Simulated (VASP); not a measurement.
# SiAu3 (Fm-3m) in VASP: notebook

The runs below take SiAu3 through single point, with PBE.

Program: VASP 6.6.1. These are calculated values, not measurements. Logs are shortened: lines on timing, memory, paths and dates and some standing lists are left out, and cuts for length are marked.

## Step 1: The cell of the first run

It takes space group Fm-3m (No. 225, cubic). Conventional cell: a = 6.571 Å, b = 6.571 Å, c = 6.571 Å, α = 90.00°, β = 90.00°, γ = 90.00°. Within 3.7 Å of Si (site symmetry m-3m) lie 14 Au at 2.85 to 3.29 Å. Au (site symmetry -43m) has 4 Si at 2.85 Å and 10 Au at 2.85 to 3.29 Å within 3.7 Å. Au (site symmetry m-3m) has 8 Au at 2.85 Å and 6 Si at 3.29 Å within 3.7 Å.

## Step 2: Single point, PBE

Input file INCAR:

```
SYSTEM = SiAu3
ALGO = Normal ; EDIFF = 1E-6
ENCUT = 520 ; GGA = PE
ISIF = 2 ; ISMEAR = -1
LASPH = .TRUE. ; LCHARG = .TRUE.
LELF = .TRUE. ; LREAL = .FALSE.
LVHAR = .TRUE. ; LWAVE = .FALSE.
NBANDS = 26 ; NELM = 60
PREC = Accurate ; SIGMA = 0.1
```

Input file KPOINTS:

```
k-points
0
G
  6 6 6
  0 0 0
```

Input file POSCAR:

```
SiAu3
1.0
    0.0000000000      3.2857340000      3.2857340000
    3.2857340000      0.0000000000      3.2857340000
    3.2857340000      3.2857340000      0.0000000000
Si Au
1 3
Direct
    0.0000000000      0.0000000000      0.0000000000
    0.2500000000      0.2500000000      0.2500000000
    0.7500000000      0.7500000000      0.7500000000
    0.5000000000      0.5000000000      0.5000000000
```

Potentials or basis: VASP PAW PBE potentials, release 64 (Si, Au).

On the command line:

```
> cat potpaw_PBE.64/Si/POTCAR potpaw_PBE.64/Au/POTCAR > POTCAR
> mpirun -np 1 vasp_std > vasp.out
```

OUTCAR:

```text
SYSTEM = SiAu3
   EDIFF = 1E-6
   ENCUT = 520
   GGA = PE
   ISIF = 2
   ISMEAR = -1
   LASPH = .TRUE.
   LREAL = .FALSE.
   NELM = 60
   PREC = Accurate

 ion  position               nearest neighbor table
   1  0.000  0.000  0.000-   2 2.85   3 2.85   3 2.85   3 2.85   3 2.85   2 2.85   2 2.85   2 2.85
                             4 3.29   4 3.29   4 3.29   4 3.29   4 3.29   4 3.29
   2  0.250  0.250  0.250-   1 2.85   4 2.85   1 2.85   1 2.85   1 2.85   4 2.85   4 2.85   4 2.85
                             3 3.29   3 3.29   3 3.29   3 3.29   3 3.29   3 3.29
   3  0.750  0.750  0.750-   1 2.85   4 2.85   4 2.85   4 2.85   4 2.85   1 2.85   1 2.85   1 2.85
                             2 3.29   2 3.29   2 3.29   2 3.29   2 3.29   2 3.29
   4  0.500  0.500  0.500-   2 2.85   3 2.85   2 2.85   2 2.85   2 2.85   3 2.85   3 2.85   3 2.85
                             1 3.29   1 3.29   1 3.29   1 3.29   1 3.29   1 3.29

  LATTYP: Found a face centered cubic cell.
 ALAT       =     6.5714680000

  Lattice vectors:

 A1 = (   0.0000000000,   3.2857340000,   3.2857340000)
 A2 = (   3.2857340000,   0.0000000000,   3.2857340000)
 A3 = (   3.2857340000,   3.2857340000,   0.0000000000)

Analysis of symmetry for initial positions (statically):
=====================================================================
 Subroutine PRICEL returns:
 Original cell was already a primitive cell.

 Routine SETGRP: Setting up the symmetry group for a
 face centered cubic supercell.

 Subroutine GETGRP returns: Found 48 space group operations
 (whereof 48 operations were pure point group operations)
 out of a pool of 48 trial point group operations.

The static configuration has the point symmetry O_h .

Analysis of symmetry for dynamics (positions and initial velocities):
=====================================================================
 Subroutine PRICEL returns:
 Original cell was already a primitive cell.

 Routine SETGRP: Setting up the symmetry group for a
 face centered cubic supercell.

 Subroutine GETGRP returns: Found 48 space group operations
 (whereof 48 operations were pure point group operations)
 out of a pool of 48 trial point group operations.

The dynamic configuration has the point symmetry O_h .

 Subroutine INISYM returns: Found 48 space group operations
 (whereof 48 operations are pure point group operations),
 and found     1 'primitive' translations

----------------------------------------------------------------------------------------

                                     Primitive cell

  volume of cell :      70.9459

  direct lattice vectors                    reciprocal lattice vectors
     0.000000000  3.285734000  3.285734000    -0.152173000  0.152173000  0.152173000
     3.285734000  0.000000000  3.285734000     0.152173000 -0.152173000  0.152173000
     3.285734000  3.285734000  0.000000000     0.152173000  0.152173000 -0.152173000

  length of vectors
     4.646729585  4.646729585  4.646729585     0.263571368  0.263571368  0.263571368

  position of ions in fractional coordinates (direct lattice)
     0.000000000  0.000000000  0.000000000
     0.250000000  0.250000000  0.250000000
     0.750000000  0.750000000  0.750000000
     0.500000000  0.500000000  0.500000000

  ion indices of the primitive-cell ions
   primitive index   ion index
                 1           1
                 2           2
                 3           3
                 4           4

----------------------------------------------------------------------------------------

 KPOINTS: k-points

Automatic generation of k-mesh.
 Grid dimensions read from file:
 generate k-points for:    6    6    6

 Generating k-lattice:

  Cartesian coordinates                     Fractional coordinates (reciprocal lattice)
    -0.025362167  0.025362167  0.025362167     0.166666667  0.000000000  0.000000000
     0.025362167 -0.025362167  0.025362167     0.000000000  0.166666667  0.000000000
     0.025362167  0.025362167 -0.025362167     0.000000000  0.000000000  0.166666667

  Length of vectors
     0.043928561  0.043928561  0.043928561

  Shift w.r.t. Gamma in fractional coordinates (k-lattice)
     0.000000000  0.000000000  0.000000000

 Subroutine IBZKPT returns following result:
 ===========================================

 Found     16 irreducible k-points:

 Following reciprocal coordinates:
            Coordinates               Weight
  0.000000  0.000000  0.000000      1.000000
  0.166667  0.000000  0.000000      8.000000
  0.333333  0.000000  0.000000      8.000000
  0.500000  0.000000  0.000000      4.000000
  0.166667  0.166667  0.000000      6.000000
  0.333333  0.166667  0.000000     24.000000
[... 8 lines left out ...]
 -0.333333  0.333333  0.166667     24.000000
 -0.333333  0.500000  0.166667     12.000000
   k-points           NKPTS =     16   k-points in BZ     NKDIM =     16   number of bands    NBANDS=     26
   number of dos      NEDOS =    301   number of ions     NIONS =      4
   total plane-waves  NPLWV =  46656
   dimension x,y,z NGX =    36 NGY =   36 NGZ =   36
   dimension x,y,z NGXF=    72 NGYF=   72 NGZF=   72
   ions per type =               1   3
   NGX,Y,Z   is equivalent  to a cutoff of  12.88, 12.88, 12.88 a.u.
   NGXF,Y,Z  is equivalent  to a cutoff of  25.76, 25.76, 25.76 a.u.
 SYSTEM =  SiAu3
   PREC   = accura    normal or accurate (medium, high low for compatibility)
   ISTART =      0    job   : 0-new  1-cont  2-samecut
   ICHARG =      2    charge: 1-file 2-atom 10-const
   ISPIN  =      1    spin polarized calculation?
   LNONCOLLINEAR =      F non collinear calculations
   LSORBIT =      F    spin-orbit coupling
   LASPH  =      T    aspherical Exc in radial PAW
   ENCUT  =  520.0 eV  38.22 Ry    6.18 a.u.   8.64  8.64  8.64*2*pi/ulx,y,z
   NELM   =     60;   NELMIN=  2; NELMDL= -5     # of ELM steps
   EDIFF  = 0.1E-05   stopping-criterion for ELM
   LREAL  =      F    real-space projection
   EDIFFG = 0.1E-04   stopping-criterion for IOM
   NSW    =      0    number of steps for IOM
   IBRION =     -1    ionic relax: 0-MD 1-quasi-New 2-CG
   NFREE  =      0    steps in history (QN), initial steepest desc. (CG)
   ISIF   =      2    stress and relaxation
   ISYM   =      2    0-nonsym 1-usesym 2-fastsym
   POTIM  = 0.5000    time-step for ionic-motion
   TEBEG  =    0.0;   TEEND  =   0.0 temperature during run
   PSTRESS=    0.0 pullay stress
   NELECT =      37.0000    total number of electrons
   NUPDOWN=      -1.0000    fix difference up-down
   EMIN   =  10.00;   EMAX   =-10.00  energy-range for DOS
   EFERMI =   0.00;   METHOD = LEGACY
   ISMEAR =    -1;   SIGMA  =   0.10  broadening in eV -4-tet -1-fermi 0-gaus
   EFERMI_NEDOS =   21; number of points for ismear=-14 and -15
   IALGO  =     38    algorithm
   IMIX   =      4    mixing-type and parameters
     AMIX     =   0.40;   BMIX     =  1.00
     AMIX_MAG =   1.60;   BMIX_MAG =  1.00
  volume/ion in A,a.u.               =      17.74       119.69
  Fermi-wavevector in a.u.,A,eV,Ry     =   1.317750  2.490186 23.626039  1.736465
  Thomas-Fermi vector in A             =   2.447769
   LORBIT       =      0    0 simple, 1 ext, 2 COOP (PROOUT), +10 PAW based schemes
   GGA     = PE    functional components
   LHFCALC =     F    Hartree Fock is set to
   AEXX    =    0.0000 exact exchange contribution
   IVDW    =     0    specifies the selected vdW correction
   LEPSILON=     F    determine dielectric tensor
   LRPA    =     F    only Hartree local field effects (RPA)
 non-spin polarized calculation
  energy-cutoff  :      520.00
  volume of cell :       70.95
 maximum number of plane-waves:      1932
 NGX is ok and might be reduce to    36
   NGX = 17   NGY = 17   NGZ = 17

 number of electron      36.9999999 magnetization

 Free energy of the ion-electron system (eV)
  ---------------------------------------------------
  ext. energy  EPLUGINS =         0.00000000
  ---------------------------------------------------
  free energy    TOTEN  =       -14.45704653 eV

  energy without entropy =      -14.41630348  energy(sigma->0) =      -14.43667501

 E-fermi :   9.1671     XC(G=0): -11.9599

 val. band max:        8.6683671163   @ k =  -0.1667   0.1667   0.0000
 cond. band min:       9.2081697268   @ k =   0.3333   0.3333   0.0000
 fundamental gap:      0.5398026104
 Fermi energy:         9.1670568377

 k-point     1 :       0.0000    0.0000    0.0000
  band No.  band energies     occupation
      1      -2.0493      2.00000
      2       2.6101      2.00000
      3       2.6101      2.00000
      4       2.8213      2.00000
      5       2.8213      2.00000
      6       2.8213      2.00000
[... 18 lines left out ...]
     25      15.2116      0.00000
     26      15.2116      0.00000

 k-point     2 :       0.1667    0.0000    0.0000
  band No.  band energies     occupation
      1      -1.7371      2.00000
      2       2.4924      2.00000
      3       2.5748      2.00000
      4       2.5748      2.00000
      5       3.0503      2.00000
      6       3.0503      2.00000
[... 18 lines left out ...]
     25      15.4650      0.00000
     26      15.4650      0.00000

 k-point     3 :       0.3333    0.0000    0.0000
  band No.  band energies     occupation
      1      -0.8993      2.00000
      2       1.9422      2.00000
      3       2.6991      2.00000
      4       2.6991      2.00000
      5       3.2236      2.00000
      6       3.2432      2.00000
[... 18 lines left out ...]
     25      16.4676      0.00000
     26      16.4676      0.00000

 k-point     4 :       0.5000    0.0000    0.0000
  band No.  band energies     occupation
      1      -0.1473      2.00000
      2       1.2627      2.00000
      3       2.8278      2.00000
      4       2.8278      2.00000
      5       3.1067      2.00000
      6       3.2578      2.00000
[... 18 lines left out ...]
     25      17.0322      0.00000
     26      17.5340      0.00000
[... 264 lines left out ...]
      1      -0.3441      2.00000
      2       1.6385      2.00000
      3       2.5941      2.00000
      4       2.9350      2.00000
      5       3.0957      2.00000
      6       3.2697      2.00000
[... 18 lines left out ...]
     25      17.1812      0.00000
     26      18.1498      0.00000

 k-point    15 :      -0.3333    0.3333    0.1667
  band No.  band energies     occupation
      1       0.0429      2.00000
      2       1.8126      2.00000
      3       2.2934      2.00000
      4       2.7392      2.00000
      5       3.2644      2.00000
      6       3.3563      2.00000
[... 18 lines left out ...]
     25      16.4258      0.00000
     26      17.9306      0.00000

 k-point    16 :      -0.3333    0.5000    0.1667
  band No.  band energies     occupation
      1       0.1094      2.00000
      2       1.9238      2.00000
      3       2.1879      2.00000
      4       2.5961      2.00000
      5       3.3264      2.00000
      6       3.4652      2.00000
[... 18 lines left out ...]
     25      17.1686      0.00000
     26      17.8382      0.00000

------------------------ aborting loop because EDIFF is reached ----------------------------------------

  FORCE on cell =-STRESS in cart. coord.  units (eV):
  Direction    XX          YY          ZZ          XY          YZ          ZX
  --------------------------------------------------------------------------------------
  -------------------------------------------------------------------------------------
  Total       -0.4101809     -0.4101809     -0.4101809      0.0000000      0.0000000      0.0000000
  in kB       -9.2631526     -9.2631526     -9.2631526      0.0000000      0.0000000      0.0000000
  external PRESSURE =      -9.2631526 kB  Pullay stress =       0.0000000 kB

 VOLUME and BASIS-vectors are now :
 -----------------------------------------------------------------------------
  energy-cutoff  :      520.00
  volume of cell :       70.95
      direct lattice vectors                 reciprocal lattice vectors
     0.000000000  3.285734000  3.285734000    -0.152173000  0.152173000  0.152173000
     3.285734000  0.000000000  3.285734000     0.152173000 -0.152173000  0.152173000
     3.285734000  3.285734000  0.000000000     0.152173000  0.152173000 -0.152173000

 POSITION                                       TOTAL-FORCE (eV/Angst)
 -----------------------------------------------------------------------------------
      0.00000      0.00000      0.00000         0.000000     -0.000000      0.000000
      1.64287      1.64287      1.64287         0.000000      0.000000      0.000000
      4.92860      4.92860      4.92860        -0.000000     -0.000000     -0.000000
      3.28573      3.28573      3.28573         0.000000     -0.000000      0.000000
 -----------------------------------------------------------------------------------
    total drift:                                0.000000      0.000000      0.000000

  FREE ENERGIE OF THE ION-ELECTRON SYSTEM (eV)
  ---------------------------------------------------
  free  energy   TOTEN  =       -14.4570465298 eV

  energy  without entropy=      -14.4163034849  energy(sigma->0) =      -14.43667501
```

It took 23 s on 1 thread of AMD EPYC 7R13 (Zen 3), shared host; peak memory 0.18 GiB.

Results:

| Item | Value |
| --- | --- |
| Free energy | -14.4570 eV |
| Pressure | -0.9 GPa |

Caveat: spin-orbit coupling is left out, which moves the levels of the heavy elements.

## Step 3: Single point, PBE

Input file INCAR:

```
ALGO = Normal ; EDIFF = 1E-6
ENCUT = 520 ; GGA = PE
ISIF = 2 ; ISMEAR = -1
LASPH = True ; LCHARG = False
LREAL = False ; LWAVE = False
NBANDS = 26 ; NELM = 80
PREC = Accurate ; SIGMA = 0.1
```

Input file KPOINTS:

```
k-points
0
Gamma
  6 6 6
```

POSCAR is that of step 2.

Potentials or basis: VASP PAW PBE potentials, release 64 (Si, Au).

On the command line:

```
> cat potpaw_PBE.64/Si/POTCAR potpaw_PBE.64/Au/POTCAR > POTCAR
> mpirun -np 1 vasp_std > vasp.out
```

Run time: 22 s. Hardware: 1 thread of AMD EPYC 7R13 (Zen 3), shared host; peak memory 0.18 GiB.

It converged, with:

```yaml
Free_energy: -14.4570 eV
Pressure: -0.9 GPa
```

Levels at points of the mesh, in eV from the Fermi level:
| k point | band 14 | band 15 | band 16 | band 17 | band 18 | band 19 | band 20 | band 21 | band 22 | band 23 |
| --- | --- | --- | --- | --- | --- | --- | --- | --- | --- | --- |
| (0.00, 0.00, 0.00) | -3.42 | -3.38 | -3.38 | -2.23 | 1.47 | 1.47 | 1.47 | 2.13 | 3.75 | 3.75 |
| (0.50, 0.00, 0.00) | -3.56 | -3.33 | -3.33 | -2.90 | -0.85 | 1.38 | 1.38 | 2.54 | 2.67 | 2.67 |
| (0.50, 0.50, 0.00) | -3.42 | -3.05 | -3.05 | -2.91 | -2.83 | -2.83 | 0.08 | 0.80 | 5.58 | 7.46 |

Caveat: spin-orbit coupling is left out, which moves the levels of the heavy elements.
